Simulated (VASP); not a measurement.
# Si16HC16 (a cell with a defect) in VASP: notebook

Si16HC16 (a cell with a defect) is run at these levels: PBE; tasks: single point.

Everything below comes from runs of VASP 6.6.1. Logs are shortened: lines on timing, memory, paths and dates and some standing lists are left out, and cuts for length are marked.

### Step 1. The cell of the first run

The cell holds a defect, 33 atoms: a = 7.586 Å, b = 7.586 Å, c = 7.586 Å, α = 109.47°, β = 109.47°, γ = 109.47°.

### Step 2. Single point, PBE

INCAR

```
SYSTEM = Si16HC16
  ALGO = Normal
  EDIFF = 1E-6
  ENCUT = 520
  GGA = PE
  GGA_COMPAT = .False.
  ISIF = 2
  ISMEAR = -1
  LASPH = .True.
  LCHARG = .True.
  LELF = .True.
  LREAL = Auto
  LVHAR = .True.
  LWAVE = .False.
  NBANDS = 86
  NELECT = 130.0
  NELM = 120
  PREC = Accurate
  SIGMA = 0.01
```

KPOINTS

```
k-points
0
Gamma
  1 1 1
  0 0 0
```

POSCAR

```
Si16HC16
1.0
   -4.3797050000      4.3797050000     -4.3797050000
    4.3797050000      4.3797050000      4.3797050000
    4.3797050000     -4.3797050000     -4.3797050000
Si C H
16 16 1
Direct
   -0.0001881084     -0.0017131285      0.7480019472
   -0.0001973451      0.2473900422      0.4987976894
   -0.0001832864      0.4995927317      0.2443847433
   -0.0001880142      0.7437976417      0.0001846596
    0.2489255898      0.0009302375      0.5014733787
    0.2519949175      0.2504342750      0.2523399377
    0.2439534715      0.4995958879      0.0001801472
    0.2520145863      0.7517959274      0.7510296227
    0.5011482198      0.0009194165      0.2493221956
    0.4984604281      0.2474138579      0.0001688126
    0.4985048437      0.4996118605      0.7480023960
    0.5011431557      0.7487300571      0.5014881217
    0.7476274920     -0.0017431879      0.0001594121
    0.7555716381      0.2553620364      0.7559304984
    0.7476227648      0.4995905792      0.4988264176
    0.7506293183      0.7517375642      0.2523233465
   -0.0002213056     -0.0010458468      0.0001553650
   -0.0001960417      0.2447435231      0.7452709629
   -0.0002346213      0.4995878653      0.4994428703
   -0.0001828720      0.7544982574      0.2550119559
    0.2498107445     -0.0003806286      0.7501753302
    0.2498247382      0.2496340880      0.5002092341
    0.2547014309      0.4995660892      0.2550410188
    0.2546850335      0.7544499073      0.0001342341
    0.5004284731      0.0002278966      0.5007929977
    0.4997802161      0.2495531016      0.2501783317
    0.4992412446      0.4996147916      0.0002097934
    0.4997879255      0.7495667913      0.7501470386
    0.7497722758     -0.0004209719      0.2501795642
    0.7449514642      0.2447249563      0.0001715888
    0.7449781562      0.4995876018      0.7453047914
    0.7497954591      0.7496069323      0.5001657289
   -0.0001143412      0.4996442367      0.0002432581
```

Potentials or basis: VASP PAW PBE potentials, release 64 (Si, C, H).

Command:

```
cat potpaw_PBE.64/Si/POTCAR potpaw_PBE.64/C/POTCAR potpaw_PBE.64/H/POTCAR > POTCAR
mpirun -np 1 vasp_gam > vasp.out
```

OUTCAR:

```text
SYSTEM = Si16HC16
   EDIFF = 1E-6
   ENCUT = 520
   GGA = PE
   ISIF = 2
   ISMEAR = -1
   LASPH = .True.
   LREAL = Auto
   NELECT = 130.0
   NELM = 120
   PREC = Accurate

 ion  position               nearest neighbor table
   1  1.000  0.998  0.748-  18 1.88  21 1.89  32 1.89  17 1.91   5 3.07  16 3.07   2 3.09  10 3.09
                            12 3.09   8 3.09  15 3.09   7 3.11  14 3.11   6 3.12  13 3.12   4 3.14
   2  1.000  0.247  0.499-  18 1.88  22 1.89  29 1.89  19 1.91   5 3.07  16 3.07   1 3.09  13 3.09
                             6 3.09   9 3.09  11 3.09  14 3.11   7 3.11  15 3.12   8 3.12   3 3.14
   3  1.000  0.500  0.244-  33 1.85  30 1.91  23 1.91  20 1.91  19 1.93   7 3.02   4 3.03  14 3.03
                            12 3.11  16 3.11  13 3.11   6 3.11   5 3.11  10 3.11   2 3.14  15 3.14
   4  1.000  0.744  0.000-  33 1.85  20 1.91  31 1.91  24 1.91  17 1.94   7 3.02   3 3.03  14 3.03
                             5 3.11  11 3.11  16 3.11   9 3.11   8 3.11  15 3.11   6 3.14  13 3.14
   5  0.249  0.001  0.501-  20 1.88  22 1.89  21 1.89  25 1.91   2 3.07   1 3.07  16 3.09   6 3.09
                            11 3.09   8 3.09  10 3.09   4 3.11   3 3.11   9 3.12  12 3.12  14 3.14
   6  0.252  0.250  0.252-  23 1.88  26 1.89  22 1.89  17 1.91  15 3.07  11 3.07  12 3.09  10 3.09
                             5 3.09   2 3.09   9 3.09   7 3.11   3 3.11   1 3.12  13 3.12   4 3.14
   7  0.244  0.500  0.000-  33 1.85  23 1.91  24 1.91  18 1.91  27 1.94   3 3.02   4 3.02  14 3.02
                            12 3.11   1 3.11   6 3.11   9 3.11   8 3.11   2 3.11  16 3.14  10 3.14
   8  0.252  0.752  0.751-  24 1.88  28 1.89  21 1.89  19 1.91  13 3.07  10 3.07   9 3.09  12 3.09
                            11 3.09   5 3.09   1 3.09   7 3.11   4 3.11  15 3.12   2 3.12   3 3.14
   9  0.501  0.001  0.249-  24 1.88  29 1.89  26 1.89  25 1.91  13 3.07  10 3.07   8 3.09   2 3.09
[... 18 lines left out ...]
  20  1.000  0.754  0.255-   5 1.88  16 1.88   4 1.91   3 1.91
  21  0.250  1.000  0.750-  10 1.89   1 1.89   8 1.89   5 1.89
  22  0.250  0.250  0.500-   2 1.89  11 1.89   5 1.89   6 1.89
[... 9 lines left out ...]
  32  0.750  0.750  0.500-  12 1.89  16 1.89   1 1.89  15 1.89
  33  1.000  0.500  0.000-   7 1.85   3 1.85   4 1.85  14 1.85

  LATTYP: Found a body centered cubic cell.
 ALAT       =     8.7594100000

  Lattice vectors:

 A1 = (  -4.3797050000,   4.3797050000,  -4.3797050000)
 A2 = (   4.3797050000,   4.3797050000,   4.3797050000)
 A3 = (   4.3797050000,  -4.3797050000,  -4.3797050000)

Analysis of symmetry for initial positions (statically):
=====================================================================
 Subroutine PRICEL returns:
 Original cell was already a primitive cell.

 Routine SETGRP: Setting up the symmetry group for a
 body centered cubic supercell.

 Subroutine GETGRP returns: Found  1 space group operations
 (whereof  1 operations were pure point group operations)
 out of a pool of 48 trial point group operations.

The static configuration has the point symmetry C_1 .

Analysis of symmetry for dynamics (positions and initial velocities):
=====================================================================
 Subroutine PRICEL returns:
 Original cell was already a primitive cell.

 Routine SETGRP: Setting up the symmetry group for a
 body centered cubic supercell.

 Subroutine GETGRP returns: Found  1 space group operations
 (whereof  1 operations were pure point group operations)
 out of a pool of 48 trial point group operations.

The dynamic configuration has the point symmetry C_1 .

 Subroutine INISYM returns: Found  1 space group operations
 (whereof  1 operations are pure point group operations),
 and found     1 'primitive' translations

----------------------------------------------------------------------------------------

                                     Primitive cell

  volume of cell :     336.0428

  direct lattice vectors                    reciprocal lattice vectors
    -4.379705000  4.379705000 -4.379705000     0.000000000  0.114162940 -0.114162940
     4.379705000  4.379705000  4.379705000     0.114162940  0.114162940  0.000000000
     4.379705000 -4.379705000 -4.379705000     0.114162940  0.000000000 -0.114162940

  length of vectors
     7.585871582  7.585871582  7.585871582     0.161450778  0.161450778  0.161450778

  position of ions in fractional coordinates (direct lattice)
     0.999811892  0.998286871  0.748001947
     0.999802655  0.247390042  0.498797689
     0.999816714  0.499592732  0.244384743
     0.999811986  0.743797642  0.000184660
     0.248925590  0.000930238  0.501473379
     0.251994917  0.250434275  0.252339938
[... 25 lines left out ...]
     0.749795459  0.749606932  0.500165729
     0.999885659  0.499644237  0.000243258

  ion indices of the primitive-cell ions
   primitive index   ion index
                 1           1
                 2           2
                 3           3
                 4           4
                 5           5
                 6           6
[... 25 lines left out ...]
                32          32
                33          33

----------------------------------------------------------------------------------------

 KPOINTS: k-points

Automatic generation of k-mesh.
 Grid dimensions read from file:
 generate k-points for:    1    1    1

 Generating k-lattice:

  Cartesian coordinates                     Fractional coordinates (reciprocal lattice)
     0.000000000  0.114162940 -0.114162940     1.000000000  0.000000000  0.000000000
     0.114162940  0.114162940  0.000000000     0.000000000  1.000000000  0.000000000
     0.114162940  0.000000000 -0.114162940     0.000000000  0.000000000  1.000000000

  Length of vectors
     0.161450778  0.161450778  0.161450778

  Shift w.r.t. Gamma in fractional coordinates (k-lattice)
     0.000000000  0.000000000  0.000000000

 Subroutine IBZKPT returns following result:
 ===========================================

 Found      1 irreducible k-points:

 Following reciprocal coordinates:
            Coordinates               Weight
  0.000000  0.000000  0.000000      1.000000
   k-points           NKPTS =      1   k-points in BZ     NKDIM =      1   number of bands    NBANDS=     86
   number of dos      NEDOS =    301   number of ions     NIONS =     33
   total plane-waves  NPLWV = 175616
   dimension x,y,z NGX =    56 NGY =   56 NGZ =   56
   dimension x,y,z NGXF=   112 NGYF=  112 NGZF=  112
   ions per type =              16  16   1
   NGX,Y,Z   is equivalent  to a cutoff of  12.27, 12.27, 12.27 a.u.
   NGXF,Y,Z  is equivalent  to a cutoff of  24.55, 24.55, 24.55 a.u.
 SYSTEM =  Si16HC16
   PREC   = accura    normal or accurate (medium, high low for compatibility)
   ISTART =      0    job   : 0-new  1-cont  2-samecut
   ICHARG =      2    charge: 1-file 2-atom 10-const
   ISPIN  =      1    spin polarized calculation?
   LNONCOLLINEAR =      F non collinear calculations
   LSORBIT =      F    spin-orbit coupling
   LASPH  =      T    aspherical Exc in radial PAW
   ENCUT  =  520.0 eV  38.22 Ry    6.18 a.u.  14.10 14.10 14.10*2*pi/ulx,y,z
   NELM   =    120;   NELMIN=  2; NELMDL= -5     # of ELM steps
   EDIFF  = 0.1E-05   stopping-criterion for ELM
   LREAL  =      T    real-space projection
   EDIFFG = 0.1E-04   stopping-criterion for IOM
   NSW    =      0    number of steps for IOM
   IBRION =     -1    ionic relax: 0-MD 1-quasi-New 2-CG
   NFREE  =      0    steps in history (QN), initial steepest desc. (CG)
   ISIF   =      2    stress and relaxation
   ISYM   =      2    0-nonsym 1-usesym 2-fastsym
   POTIM  = 0.5000    time-step for ionic-motion
   TEBEG  =    0.0;   TEEND  =   0.0 temperature during run
   PSTRESS=    0.0 pullay stress
   NELECT =     130.0000    total number of electrons
   NUPDOWN=      -1.0000    fix difference up-down
   EMIN   =  10.00;   EMAX   =-10.00  energy-range for DOS
   EFERMI =   0.00;   METHOD = LEGACY
   ISMEAR =    -1;   SIGMA  =   0.01  broadening in eV -4-tet -1-fermi 0-gaus
   EFERMI_NEDOS =   21; number of points for ismear=-14 and -15
   IALGO  =     38    algorithm
   IMIX   =      4    mixing-type and parameters
     AMIX     =   0.40;   BMIX     =  1.00
     AMIX_MAG =   1.60;   BMIX_MAG =  1.00
  volume/ion in A,a.u.               =      10.18        68.72
  Fermi-wavevector in a.u.,A,eV,Ry     =   1.192864  2.254187 19.360078  1.422926
  Thomas-Fermi vector in A             =   2.328892
   LORBIT       =      0    0 simple, 1 ext, 2 COOP (PROOUT), +10 PAW based schemes
   GGA     = PE    functional components
   LHFCALC =     F    Hartree Fock is set to
   AEXX    =    0.0000 exact exchange contribution
   IVDW    =     0    specifies the selected vdW correction
   LEPSILON=     F    determine dielectric tensor
   LRPA    =     F    only Hartree local field effects (RPA)
 non-spin polarized calculation
  energy-cutoff  :      520.00
  volume of cell :      336.04
 maximum number of plane-waves:      4475
   NGX = 29   NGY = 29   NGZ = 29

 number of electron     129.9999994 magnetization

 Free energy of the ion-electron system (eV)
  ---------------------------------------------------
  ext. energy  EPLUGINS =         0.00000000
  ---------------------------------------------------
  free energy    TOTEN  =      -230.68151313 eV

  energy without entropy =     -230.68151313  energy(sigma->0) =     -230.68151313

 E-fermi :   8.3374     XC(G=0): -11.3465

 val. band max:        8.0431800832   @ k =   0.0000   0.0000   0.0000
 cond. band min:       9.3828829480   @ k =   0.0000   0.0000   0.0000
 fundamental gap:      1.3397028647
 Fermi energy:         8.3374197922

 k-point     1 :       0.0000    0.0000    0.0000
  band No.  band energies     occupation
      1      -7.3746      2.00000
      2      -4.7466      2.00000
      3      -4.4130      2.00000
      4      -4.4128      2.00000
      5      -4.3708      2.00000
      6      -4.3705      2.00000
[... 69 lines left out ...]
     76      13.4041      0.00000
     77      13.4216      0.00000
 [bands above 77 left out]

------------------------ aborting loop because EDIFF is reached ----------------------------------------

  FORCE on cell =-STRESS in cart. coord.  units (eV):
  Direction    XX          YY          ZZ          XY          YZ          ZX
  --------------------------------------------------------------------------------------
  -------------------------------------------------------------------------------------
  Total       15.3431128     15.3482891     15.3431354     -0.0012769      0.0028830     -0.0093699
  in kB       73.1525538     73.1772333     73.1526616     -0.0060881      0.0137453     -0.0446738
  external PRESSURE =      73.1608162 kB  Pullay stress =       0.0000000 kB

 VOLUME and BASIS-vectors are now :
 -----------------------------------------------------------------------------
  energy-cutoff  :      520.00
  volume of cell :      336.04
      direct lattice vectors                 reciprocal lattice vectors
    -4.379705000  4.379705000 -4.379705000     0.000000000  0.114162940 -0.114162940
     4.379705000  4.379705000  4.379705000     0.114162940  0.114162940  0.000000000
     4.379705000 -4.379705000 -4.379705000     0.114162940  0.000000000 -0.114162940

 POSITION                                       TOTAL-FORCE (eV/Angst)
 -----------------------------------------------------------------------------------
      3.26935      5.47506     -3.28271         0.005254      0.009048      0.010563
     -1.11076      3.27775     -5.47993         0.013686     -0.002427     -0.003426
     -1.12050      5.49664     -3.26117         0.011148     -0.005475     -0.006509
     -1.12046      7.63569     -1.12208         0.006360      0.017084      0.015218
      1.11016     -1.10201     -3.28245        -0.005996     -0.001804      0.003136
      1.09834      1.09532     -1.11201         0.008824      0.004652      0.008077
[... 25 lines left out ...]
      2.18975      4.37636     -2.19140        -0.001955     -0.003828     -0.006232
     -2.18984      6.56643     -2.19198        -0.001024      0.000845      0.002764
 -----------------------------------------------------------------------------------
    total drift:                               -0.007362     -0.068003     -0.035689

  FREE ENERGIE OF THE ION-ELECTRON SYSTEM (eV)
  ---------------------------------------------------
  free  energy   TOTEN  =      -230.6815131265 eV

  energy  without entropy=     -230.6815131265  energy(sigma->0) =     -230.68151313
```

Run time: 69 s. Hardware: 1 thread of Intel Xeon Platinum 8375C at 2.90GHz (Ice Lake), shared host; peak memory 0.39 GiB.

Results:

```
Free energy   : -230.6815 eV
Largest force : 0.033 eV/Å
```

Forces in eV/Å, atoms in the order of the input:
```
Si   0.005  0.009  0.011
Si   0.014 -0.002 -0.003
Si   0.011 -0.005 -0.007
Si   0.006  0.017  0.015
Si  -0.006 -0.002  0.003
Si   0.009  0.005  0.008
Si  -0.018  0.020 -0.012
Si   0.004 -0.006  0.001
Si  -0.007 -0.006  0.011
Si  -0.007  0.014 -0.009
Si  -0.008  0.008 -0.007
Si  -0.004 -0.003  0.012
Si   0.009  0.008  0.009
Si  -0.010 -0.007  0.010
Si   0.007 -0.003 -0.004
Si  -0.003  0.013 -0.007
C    0.003  0.002 -0.001
C    0.029 -0.006 -0.004
C    0.006 -0.008 -0.013
C   -0.029 -0.008 -0.006
C   -0.002 -0.007 -0.002
C   -0.005 -0.003  0.000
C    0.003 -0.002  0.030
C    0.005 -0.032 -0.003
C   -0.005 -0.010  0.002
C   -0.001  0.001  0.000
C   -0.003 -0.004  0.003
C    0.001 -0.001 -0.003
C   -0.006  0.001 -0.003
C   -0.001  0.024  0.001
C    0.002 -0.003 -0.027
C   -0.002 -0.004 -0.006
H   -0.001  0.001  0.003
```

Caveat: the k points lie up to 1.01 Å⁻¹ apart; the cell carries a net charge on a neutralising background, which shifts energy and pressure; the cell is charged against a uniform background, so pressure and absolute levels hang on convention.

(Continued in part 2 of 3.)
